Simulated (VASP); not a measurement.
# SiC (Moissanite 6H) (P6_3mc) in VASP: a series of runs

Aim: see how the results for SiC (Moissanite 6H) move with the level of theory and the settings. Levels: LDA, PBEsol, PBE, r2SCAN. Tasks: single point.

Program: VASP 6.6.1. These are calculated values, not measurements. Logs are shortened: lines on timing, memory, paths and dates and some standing lists are left out, and cuts for length are marked.

### 1 The cell of the first run

Symmetry: P6_3mc, No. 186, hexagonal system. The conventional cell has a = 3.059 Å, b = 3.059 Å, c = 15.011 Å, α = 90.00°, β = 90.00°, γ = 120.00°. Within 2.5 Å of Si (site symmetry 3m) lie 4 C at 1.87 to 1.88 Å. Si (site symmetry 3m) has 4 C at 1.87 to 1.88 Å within 2.5 Å. Si (site symmetry 3m) has 4 C at 1.87 to 1.88 Å within 2.5 Å. Within 2.5 Å of C (site symmetry 3m) lie 4 Si at 1.87 to 1.88 Å. C (site symmetry 3m) has 4 Si at 1.87 to 1.88 Å within 2.5 Å. Within 2.5 Å of C (site symmetry 3m) lie 4 Si at 1.87 to 1.88 Å.

### 2 Single point, LDA

INCAR reads:

```
PREC     = Accurate       # precision mode
ENCUT    = 520            # plane-wave cutoff, eV
EDIFF    = 1E-7           # SCF threshold, eV
ISMEAR   = -1             # smearing method
SIGMA    = 0.02           # smearing width, eV
LREAL    = F              # projectors in reciprocal space
LASPH    = T              # aspherical terms in the spheres
NELM     = 60             # most SCF steps
ALGO     = Normal         # electronic algorithm
ISIF     = 2              # what is computed and relaxed
LWAVE    = F              # write WAVECAR
LCHARG   = F              # write CHGCAR
NBANDS   = 36             # bands
```

KPOINTS reads:

```
Automatic mesh
0
Gamma
  12 12 2
```

POSCAR reads:

```
SiC
1.0
    3.0592568544      0.0000000000      0.0000000000
   -1.5296284272      2.6493941526      0.0000000000
    0.0000000000      0.0000000000     15.0107899807
Si C
6 6
Direct
    0.0000000000      0.0000000000      0.1250400029
    0.0000000000      0.0000000000      0.6250400029
    0.3333333333      0.6666666667      0.2918185217
    0.6666666667      0.3333333333      0.7918185217
    0.3333333333      0.6666666667      0.9583077647
    0.6666666667      0.3333333333      0.4583077647
    0.0000000000      0.0000000000     -0.0003134711
    0.0000000000      0.0000000000      0.4996865289
    0.3333333333      0.6666666667      0.1668276782
    0.6666666667      0.3333333333      0.6668276782
    0.3333333333      0.6666666667      0.8333195036
    0.6666666667      0.3333333333      0.3333195036
```

Potentials or basis: VASP PAW LDA potentials, release 64 (Si, C).

Launch:

```
cat potpaw_LDA.64/Si/POTCAR potpaw_LDA.64/C/POTCAR > POTCAR
mpirun -np 1 vasp_std > vasp.out
```

OUTCAR:

```text
PREC = Accurate
   ENCUT = 520
   EDIFF = 1E-7
   ISMEAR = -1
   LREAL = F
   LASPH = T
   NELM = 60
   ISIF = 2

 ion  position               nearest neighbor table
   1  0.000  0.000  0.125-   9 1.87   9 1.87   9 1.87   7 1.88   5 3.06   5 3.06   5 3.06   3 3.06
                             3 3.06   3 3.06
   2  0.000  0.000  0.625-  10 1.87  10 1.87  10 1.87   8 1.88   6 3.06   6 3.06   6 3.06   4 3.06
                             4 3.06   4 3.06
   3  0.333  0.667  0.292-  12 1.87  12 1.87  12 1.87   9 1.88   6 3.06   6 3.06   6 3.06   1 3.06
                             1 3.06   1 3.06
   4  0.667  0.333  0.792-  11 1.87  11 1.87  11 1.87  10 1.88   5 3.06   5 3.06   5 3.06   2 3.06
                             2 3.06   2 3.06
   5  0.333  0.667  0.958-   7 1.87   7 1.87   7 1.87  11 1.88   4 3.06   4 3.06   4 3.06   1 3.06
                             1 3.06   1 3.06
   6  0.667  0.333  0.458-   8 1.87   8 1.87   8 1.87  12 1.88   3 3.06   3 3.06   3 3.06   2 3.06
                             2 3.06   2 3.06
   7  0.000  0.000  1.000-   5 1.87   5 1.87   5 1.87   1 1.88
   8  0.000  0.000  0.500-   6 1.87   6 1.87   6 1.87   2 1.88
   9  0.333  0.667  0.167-   1 1.87   1 1.87   1 1.87   3 1.88
  10  0.667  0.333  0.667-   2 1.87   2 1.87   2 1.87   4 1.88
  11  0.333  0.667  0.833-   4 1.87   4 1.87   4 1.87   5 1.88
  12  0.667  0.333  0.333-   3 1.87   3 1.87   3 1.87   6 1.88

  LATTYP: Found a hexagonal cell.
 ALAT       =     3.0592568544
 C/A-ratio  =     4.9066785481

  Lattice vectors:

 A1 = (   3.0592568544,   0.0000000000,   0.0000000000)
 A2 = (  -1.5296284272,   2.6493941526,   0.0000000000)
 A3 = (   0.0000000000,   0.0000000000,  15.0107899807)

Analysis of symmetry for initial positions (statically):
=====================================================================
 Subroutine PRICEL returns:
 Original cell was already a primitive cell.

 Routine SETGRP: Setting up the symmetry group for a
 hexagonal supercell.

 Subroutine GETGRP returns: Found 12 space group operations
 (whereof  6 operations were pure point group operations)
 out of a pool of 24 trial point group operations.

The static configuration has the point symmetry C_3v.
 The point group associated with its full space group is C_6v.

Analysis of symmetry for dynamics (positions and initial velocities):
=====================================================================
 Subroutine PRICEL returns:
[... 134 lines left out ...]
   IBRION =     -1    ionic relax: 0-MD 1-quasi-New 2-CG
   NFREE  =      0    steps in history (QN), initial steepest desc. (CG)
   ISIF   =      2    stress and relaxation
   ISYM   =      2    0-nonsym 1-usesym 2-fastsym
   POTIM  = 0.5000    time-step for ionic-motion
   TEBEG  =    0.0;   TEEND  =   0.0 temperature during run
   PSTRESS=    0.0 pullay stress
   NELECT =      48.0000    total number of electrons
   NUPDOWN=      -1.0000    fix difference up-down
   EMIN   =  10.00;   EMAX   =-10.00  energy-range for DOS
   EFERMI =   0.00;   METHOD = LEGACY
   ISMEAR =    -1;   SIGMA  =   0.02  broadening in eV -4-tet -1-fermi 0-gaus
   EFERMI_NEDOS =   21; number of points for ismear=-14 and -15
   IALGO  =     38    algorithm
   IMIX   =      4    mixing-type and parameters
     AMIX     =   0.40;   BMIX     =  1.00
     AMIX_MAG =   1.60;   BMIX_MAG =  1.00
  volume/ion in A,a.u.               =      10.14        68.42
  Fermi-wavevector in a.u.,A,eV,Ry     =   1.200696  2.268987 19.615137  1.441672
  Thomas-Fermi vector in A             =   2.336525
   LORBIT       =      0    0 simple, 1 ext, 2 COOP (PROOUT), +10 PAW based schemes
   GGA     = CA    functional components
   LHFCALC =     F    Hartree Fock is set to
   AEXX    =    0.0000 exact exchange contribution
   IVDW    =     0    specifies the selected vdW correction
   LEPSILON=     F    determine dielectric tensor
   LRPA    =     F    only Hartree local field effects (RPA)
 non-spin polarized calculation
  energy-cutoff  :      520.00
  volume of cell :      121.67
 maximum number of plane-waves:      3319
 NGX is ok and might be reduce to    24
   NGX = 11   NGY = 11   NGZ = 55

 number of electron      47.9999996 magnetization

 Free energy of the ion-electron system (eV)
  ---------------------------------------------------
  ext. energy  EPLUGINS =         0.00000000
  ---------------------------------------------------
  free energy    TOTEN  =       -99.86910740 eV

  energy without entropy =      -99.86910740  energy(sigma->0) =      -99.86910740

 E-fermi :   8.8114     XC(G=0): -11.6409

 val. band max:        8.3391929596   @ k =   0.0000   0.0000   0.0000
 cond. band min:      10.3049188969   @ k =   0.5000  -0.0000   0.0000
 fundamental gap:      1.9657259373
 Fermi energy:         8.8113833399

 k-point     1 :       0.0000    0.0000    0.0000
  band No.  band energies     occupation
      1      -7.1884      2.00000
      2      -6.6563      2.00000
      3      -6.6205      2.00000
      4      -5.0879      2.00000
      5      -5.0595      2.00000
      6      -3.4938      2.00000
[... 925 lines left out ...]
     35      16.2466      0.00000
     36      16.2467      0.00000

 [... further k-points ...]
[... 5 lines left out ...]
  --------------------------------------------------------------------------------------
  -------------------------------------------------------------------------------------
  Total        0.3041008      0.3041008      0.3105159      0.0000000     -0.0000000      0.0000000
  in kB        4.0046265      4.0046265      4.0891063      0.0000000     -0.0000000      0.0000000
  external PRESSURE =       4.0327865 kB  Pullay stress =       0.0000000 kB

 VOLUME and BASIS-vectors are now :
 -----------------------------------------------------------------------------
  energy-cutoff  :      520.00
  volume of cell :      121.67
      direct lattice vectors                 reciprocal lattice vectors
     3.059256854  0.000000000  0.000000000     0.326876770  0.188722391  0.000000000
    -1.529628427  2.649394153  0.000000000     0.000000000  0.377444783  0.000000000
     0.000000000  0.000000000 15.010789981     0.000000000  0.000000000  0.066618746

 POSITION                                       TOTAL-FORCE (eV/Angst)
 -----------------------------------------------------------------------------------
      0.00000      0.00000      1.87695         0.000000      0.000000      0.001252
      0.00000      0.00000      9.38234        -0.000000     -0.000000      0.001252
     -0.00000      1.76626      4.38043         0.000000      0.000000     -0.000220
      1.52963      0.88313     11.88582        -0.000000      0.000000     -0.000220
     -0.00000      1.76626     14.38496         0.000000      0.000000     -0.001203
      1.52963      0.88313      6.87956        -0.000000     -0.000000     -0.001203
      0.00000      0.00000     15.00608         0.000000     -0.000000     -0.000051
      0.00000      0.00000      7.50069         0.000000      0.000000     -0.000051
     -0.00000      1.76626      2.50422         0.000000     -0.000000      0.000469
      1.52963      0.88313     10.00961        -0.000000      0.000000      0.000469
     -0.00000      1.76626     12.50878        -0.000000      0.000000     -0.000248
      1.52963      0.88313      5.00339         0.000000     -0.000000     -0.000248
 -----------------------------------------------------------------------------------
    total drift:                               -0.000000     -0.000000      0.000163

  FREE ENERGIE OF THE ION-ELECTRON SYSTEM (eV)
  ---------------------------------------------------
  free  energy   TOTEN  =       -99.8691074043 eV

  energy  without entropy=      -99.8691074043  energy(sigma->0) =      -99.86910740
```

OSZICAR:

```text
N       E                     dE             d eps       ncg     rms          rms(c)
DAV:   1     0.113348546446E+03    0.11335E+03   -0.21887E+04  2736   0.121E+03
DAV:   2    -0.100617441788E+03   -0.21397E+03   -0.19987E+03  3588   0.208E+02
DAV:   3    -0.112268447606E+03   -0.11651E+02   -0.11573E+02  3616   0.464E+01
DAV:   4    -0.112443807302E+03   -0.17536E+00   -0.17500E+00  3536   0.666E+00
DAV:   5    -0.112447579251E+03   -0.37719E-02   -0.37692E-02  3500   0.926E-01    0.227E+01
DAV:   6    -0.100384696078E+03    0.12063E+02   -0.35734E+01  3388   0.220E+01    0.105E+01
DAV:   7    -0.999904008739E+02    0.39430E+00   -0.35040E+00  3624   0.717E+00    0.411E+00
DAV:   8    -0.998871989626E+02    0.10320E+00   -0.23311E-01  3268   0.190E+00    0.144E+00
DAV:   9    -0.998689605443E+02    0.18238E-01   -0.33562E-02  3380   0.806E-01    0.177E-01
DAV:  10    -0.998691018039E+02   -0.14126E-03   -0.16492E-03  3352   0.189E-01    0.961E-02
DAV:  11    -0.998691181616E+02   -0.16358E-04   -0.63725E-05  3516   0.427E-02    0.269E-02
DAV:  12    -0.998691082912E+02    0.98704E-05   -0.20763E-05  3380   0.195E-02    0.138E-02
DAV:  13    -0.998691074104E+02    0.88077E-06   -0.49130E-06  3416   0.894E-03    0.234E-03
DAV:  14    -0.998691074043E+02    0.61200E-08   -0.47829E-07  3140   0.364E-03
   1 F= -.99869107E+02 E0= -.99869107E+02  d E =-.551171E-12
```

stdout:

```text
POSCAR found type information on POSCAR SiC
 POSCAR found :  2 types and      12 ions
 scaLAPACK will be used
 LDA part: xc-table for (Slater(with rela. corr.)+CA(PZ))
 , standard interpolation
 POSCAR, INCAR and KPOINTS ok, starting setup
 FFT: planning ... GRIDC
 FFT: planning ... GRID_SOFT
 FFT: planning ... GRID
 WAVECAR not read
 entering main loop
```

It took 2.6 min on 1 thread of AMD EPYC 7R43 (Zen 3), shared host; peak memory 0.22 GiB.

Results:

* Free energy: -99.8691 eV
* Pressure: 0.4 GPa
* Band gap on the k mesh: 1.97 eV, indirect (least direct gap 3.07 eV)

Levels at points of the mesh, in eV from the valence-band top:
```
           k point  band 22  band 23  band 24  band 25  band 26  band 27
(0.00, 0.00, 0.00)    -0.04     0.00     0.00     5.31     5.48     5.90
(0.50, 0.00, 0.00)    -1.80    -1.69    -1.11     1.97     2.16     3.16
(0.00, 0.00, 0.50)    -0.10    -0.10    -0.10     5.38     5.38     6.13
(0.50, 0.00, 0.50)    -1.73    -1.32    -1.32     2.01     2.01     3.38
```

A k mesh can miss the band edges.

### 3 Single point, PBEsol

This run uses another cell than the first one, of 10.34 Å³/atom, 1.019 times its volume.

INCAR reads:

```
SYSTEM = SiC
ALGO = Normal
EDIFF = 1E-7
ENCUT = 520
GGA = PS
ISIF = 2
ISMEAR = -1
LASPH = .True.
LCHARG = .True.
LELF = .True.
LREAL = .False.
LVHAR = .True.
LWAVE = .False.
NBANDS = 36
NELM = 60
PREC = Accurate
SIGMA = 0.02
```

KPOINTS reads:

```
k-points
0
Gamma
  12 12 2
  0 0 0
```

POSCAR reads:

```
SiC
1.0
    3.0789674743      0.0000000000      0.0000000000
   -1.5394837371      2.6664640502      0.0000000000
    0.0000000000      0.0000000000     15.1068369251
Si C
6 6
Direct
    0.0000000000      0.0000000000      0.1250339382
    0.0000000000      0.0000000000      0.6250339382
    0.3333333333      0.6666666667      0.2918203834
    0.6666666667      0.3333333333      0.7918203834
    0.3333333333      0.6666666667      0.9583142951
    0.6666666667      0.3333333333      0.4583142951
    0.0000000000      0.0000000000     -0.0003148539
    0.0000000000      0.0000000000      0.4996851461
    0.3333333333      0.6666666667      0.1668263673
    0.6666666667      0.3333333333      0.6668263673
    0.3333333333      0.6666666667      0.8333198699
    0.6666666667      0.3333333333      0.3333198699
```

Potentials or basis: VASP PAW PBE potentials, release 64 (Si, C).

Launch:

```
cat potpaw_PBE.64/Si/POTCAR potpaw_PBE.64/C/POTCAR > POTCAR
mpirun -np 1 vasp_std > vasp.out
```

It took 3.5 min on 1 thread of AMD EPYC 7R43 (Zen 3), shared host; peak memory 0.25 GiB.

The run converged. Its results:

| Quantity | Value |
| --- | --- |
| Free energy | -95.5051 eV |
| Pressure | 0.3 GPa |
| Band gap on the k mesh | 1.91 eV, indirect (least direct gap 3.02 eV) |

Levels at points of the mesh, in eV from the valence-band top:
```csv
k point,band 21,band 22,band 23,band 24,band 25,band 26,band 27,band 28
"(0.00, 0.00, 0.00)",-0.30,-0.04,0.00,0.00,5.13,5.29,5.71,6.22
"(0.50, 0.00, 0.00)",-1.82,-1.80,-1.68,-1.10,1.91,2.10,3.10,3.79
"(0.00, 0.00, 0.50)",-0.10,-0.10,-0.10,-0.10,5.19,5.19,5.94,5.94
"(0.50, 0.00, 0.50)",-1.73,-1.73,-1.31,-1.31,1.95,1.95,3.32,3.32
```

Caveat: the PAW data sets were made with another functional, which shifts forces and pressure a little. Expect the measured gap to be larger: semilocal functionals such as PBEsol lack the derivative discontinuity.

### 4 Single point, PBE

This run uses another cell than the first one, of 10.50 Å³/atom, 1.035 times its volume.

INCAR reads:

```
SYSTEM = SiC
  PREC = Accurate
  ENCUT = 520
  EDIFF = 1E-6
  ISMEAR = -1
  SIGMA = 0.02
  LREAL = .FALSE.
  LASPH = .TRUE.
  NELM = 80
  ALGO = Normal
  ISIF = 2
  LWAVE = .FALSE.
  LCHARG = .FALSE.
  GGA = PE
  NBANDS = 36
```

KPOINTS reads:

```
Automatic mesh
0
G
  12 12 2
  0 0 0
```

POSCAR reads:

```
SiC
1.0
    3.0949980798      0.0000000000      0.0000000000
   -1.5474990399      2.6803469618      0.0000000000
    0.0000000000      0.0000000000     15.1864402053
Si C
6 6
Direct
    0.0000000000      0.0000000000      0.1250399229
    0.0000000000      0.0000000000      0.6250399229
    0.3333333333      0.6666666667      0.2918177964
    0.6666666667      0.3333333333      0.7918177964
    0.3333333333      0.6666666667      0.9583095055
    0.6666666667      0.3333333333      0.4583095055
    0.0000000000      0.0000000000     -0.0003123160
    0.0000000000      0.0000000000      0.4996876840
    0.3333333333      0.6666666667      0.1668296848
    0.6666666667      0.3333333333      0.6668296848
    0.3333333333      0.6666666667      0.8333154064
    0.6666666667      0.3333333333      0.3333154064
```

Launch:

```
cat potpaw_PBE.64/Si/POTCAR potpaw_PBE.64/C/POTCAR > POTCAR
mpirun -np 1 vasp_std > vasp.out
```

Wall time 3.4 min (1 thread of AMD EPYC 7R43 (Zen 3), shared host); peak memory 0.26 GiB.

Results (log left out):

| Quantity | Value |
| --- | --- |
| Free energy | -90.3738 eV |
| Pressure | 0.0 GPa |
| Band gap on the k mesh | 2.03 eV, indirect (least direct gap 3.12 eV) |

Levels at points of the mesh, in eV from the valence-band top:
```csv
k point,band 21,band 22,band 23,band 24,band 25,band 26,band 27,band 28
"(0.00, 0.00, 0.00)",-0.30,-0.04,0.00,0.00,5.05,5.22,5.63,6.14
"(0.50, 0.00, 0.00)",-1.80,-1.77,-1.65,-1.10,2.03,2.21,3.19,3.87
"(0.00, 0.00, 0.50)",-0.10,-0.10,-0.10,-0.10,5.12,5.12,5.86,5.86
"(0.50, 0.00, 0.50)",-1.70,-1.70,-1.30,-1.30,2.07,2.07,3.41,3.41
```

A k mesh can miss the band edges.

### 5 Single point, r2SCAN

This run uses another cell than the first one, of 10.33 Å³/atom, 1.019 times its volume.

POSCAR reads:

```
SiC
1.0
    3.0783020826      0.0000000000      0.0000000000
   -1.5391510413      2.6658878041      0.0000000000
    0.0000000000      0.0000000000     15.1082813814
Si C
6 6
Direct
    0.0000000000      0.0000000000      0.1250314811
    0.0000000000      0.0000000000      0.6250314811
    0.3333333333      0.6666666667      0.2918150578
    0.6666666667      0.3333333333      0.7918150578
    0.3333333333      0.6666666667      0.9582966739
    0.6666666667      0.3333333333      0.4582966739
    0.0000000000      0.0000000000     -0.0003135029
    0.0000000000      0.0000000000      0.4996864971
    0.3333333333      0.6666666667      0.1668508934
    0.6666666667      0.3333333333      0.6668508934
    0.3333333333      0.6666666667      0.8333193967
    0.6666666667      0.3333333333      0.3333193967
```

INCAR.step1 reads:

```
PREC = Accurate
ENCUT = 520
ISMEAR = -1
SIGMA = 0.02
LREAL = F
LASPH = T
NELM = 80
NBANDS = 36
GGA = PE
ALGO = Normal
EDIFF = 1E-4
LWAVE = T
LCHARG = F
```

INCAR.step2 reads:

```
PREC = Accurate
ENCUT = 520
EDIFF = 1E-6
ISMEAR = -1
SIGMA = 0.02
LREAL = F
LASPH = T
NELM = 80
ALGO = Normal
ISIF = 2
LWAVE = F
LCHARG = F
METAGGA = R2SCAN
LMIXTAU = T
NBANDS = 36
ISTART = 1
```

KPOINTS reads:

```
Automatic mesh
0
Gamma
  12 12 2
```

Launch:

```
cat potpaw_PBE.64/Si/POTCAR potpaw_PBE.64/C/POTCAR > POTCAR
cp INCAR.step1 INCAR
mpirun -np 1 vasp_std > vasp.out
cp INCAR.step2 INCAR
mpirun -np 1 vasp_std > vasp.out
```

It took 14 min on 1 thread of AMD EPYC 7R43 (Zen 3), shared host; peak memory 0.28 GiB.

It converged, with:

```yaml
Free_energy: -115.9644 eV
Pressure: -0.2 GPa
Largest_force: 0.003 eV/Å
Band_gap_on_the_k_mesh: 2.40 eV, indirect (least direct gap 3.55 eV)
```

Forces on the atoms (eV/Å):
```
Si   0.000  0.000  0.003
Si   0.000  0.000  0.003
Si   0.000  0.000  0.000
Si   0.000  0.000  0.000
Si   0.000  0.000  0.001
Si   0.000  0.000  0.001
C    0.000  0.000 -0.001
C    0.000  0.000 -0.001
C    0.000  0.000 -0.002
C    0.000  0.000 -0.002
C    0.000  0.000 -0.001
C    0.000  0.000 -0.001
```

Levels at points of the mesh, in eV from the valence-band top:
```tsv
k point	band 22	band 23	band 24	band 25	band 26	band 27
(0.00, 0.00, 0.00)	-0.04	0.00	0.00	5.76	5.94	6.34
(0.50, 0.00, 0.00)	-1.87	-1.72	-1.16	2.40	2.61	3.67
(0.00, 0.00, 0.50)	-0.10	-0.10	-0.10	5.83	5.83	6.58
(0.50, 0.00, 0.50)	-1.79	-1.37	-1.37	2.46	2.46	3.89
```

Caveat: the PAW data sets were made with another functional, which shifts forces and pressure a little.

### 6 Overview

```tsv
level	potentials or basis	cell	gap on the mesh (eV)	pressure (GPa)
LDA	VASP PAW LDA potentials, release 64 (Si, C)	a = 3.059, b = 3.059, c = 15.011 Å, angles 90.0, 90.0, 120.0°, 12 atoms	1.97	0.4
PBEsol	VASP PAW PBE potentials, release 64 (Si, C)	a = 3.079, b = 3.079, c = 15.107 Å, angles 90.0, 90.0, 120.0°, 12 atoms	1.91	0.3
PBE	VASP PAW PBE potentials, release 64 (Si, C)	a = 3.095, b = 3.095, c = 15.186 Å, angles 90.0, 90.0, 120.0°, 12 atoms	2.03	0.0
r2SCAN	VASP PAW PBE potentials, release 64 (Si, C)	a = 3.078, b = 3.078, c = 15.108 Å, angles 90.0, 90.0, 120.0°, 12 atoms	2.40	-0.2
```

Alike in all rows: task single point; no spin polarisation; k mesh 12 × 12 × 2; cutoff (eV) 520; smearing fermi-dirac 0.02 eV.

Caveats: the PAW data sets were made with another functional, which shifts forces and pressure a little (some runs).

Total energies depend on the potentials used, so only differences within one code and one set of settings carry meaning.
